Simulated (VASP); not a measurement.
Wanted: the native input for a VASP 6.6.1 run.

| Quantity | Value |
| --- | --- |
| Task | single point |
| Functional | BLYP |
| Potentials or basis | VASP PAW PBE potentials, release 64 (Mo_sv) |
| Cutoff | 520 eV |
| k mesh | 15 × 15 × 15 |
| Occupations | fermi-dirac, width 0.1 eV |
| Spin | no spin polarisation |
| Dipole correction | no |
| Further INCAR settings | ALGO = Normal; EDIFF = 1e-07; NBANDS = 13 |

The structure of Mo lies in POSCAR:

```
Mo
1.0
    0.0000000000      2.0802377580      2.0802377580
    2.0802377580      0.0000000000      2.0802377580
    2.0802377580      2.0802377580      0.0000000000
Mo
1
Direct
    0.0000000000      0.0000000000      0.0000000000
```

This cell differs from its parent crystal: volume scaled by 1.08.

The input as run:

INCAR

```
SYSTEM = Mo
AGGAC    = 1.0          
AGGAX    = 1.0          
ALDAC    = 0.0          
ALDAX    = 1.0          
ALGO     = Normal         ! electronic algorithm
EDIFF    = 1E-7           ! SCF threshold, eV
ENCUT    = 520            ! plane-wave cutoff, eV
GGA      = B5             ! functional
ISIF     = 2              ! what is computed and relaxed
ISMEAR   = -1             ! smearing method
LASPH    = .True.         ! aspherical terms in the spheres
LCHARG   = .True.         ! write CHGCAR
LELF     = .True.         ! ELF
LREAL    = .False.        ! projectors in reciprocal space
LVHAR    = .True.       
LWAVE    = .False.        ! write WAVECAR
NBANDS   = 13             ! bands
NELM     = 60             ! most SCF steps
PREC     = Accurate       ! precision mode
SIGMA    = 0.1            ! smearing width, eV
```

KPOINTS

```
k-points
0
Gamma
  15 15 15
  0 0 0
```

Potentials or basis: VASP PAW PBE potentials, release 64 (Mo_sv).

Run with:

```bash
$ cat potpaw_PBE.64/Mo_sv/POTCAR > POTCAR
$ mpirun -np 1 vasp_std > vasp.out
```

It gave:

The pressure is -13.2 GPa. The band gap on the k mesh is zero (band 7 reaches 13.89 eV, above the bottom of band 8 at 9.99 eV).

Caveat: the PAW data sets were made with another functional, which shifts forces and pressure a little.

Wall time 18 s on 1 thread of AMD EPYC 9R45 96-Core Processor (Zen 5) (shared host), peak memory 0.12 GiB.
